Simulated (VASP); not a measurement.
Runs of VASP 6.6.1 on SnSe. The structure is that of space group Fm-3m (No. 225), or close to it. The cells are those of the table. 

```csv
task,level,cell,smearing,pressure (GPa)
single point,PBE,"a = 4.236 Å, angles 60.7°, 2 atoms",fermi-dirac 0.02 eV,1.0
single point,PBE,"a = 4.228 Å, angles 60.0°, 2 atoms",fermi-dirac 0.02 eV,2.1
electric field gradients,PBE,"a = 4.271 Å, angles 60.0°, 2 atoms",fermi-dirac 0.02 eV,0.5
single point,PBE,"a = 4.199 Å, angles 60.0°, 2 atoms",fermi-dirac 0.02 eV,(b)
single point,PBE+D3(BJ),"a = 4.257 Å, angles 60.0°, 2 atoms",fermi-dirac 0.01 eV,(a)
```

Alike in all rows: potentials or basis VASP PAW PBE potentials, release 64 (Sn_d, Se); no spin polarisation; k mesh 9 × 9 × 9; cutoff (eV) 520.

Task: Fill in the values left out.

Result: (a) -1.1; (b) 3.4.
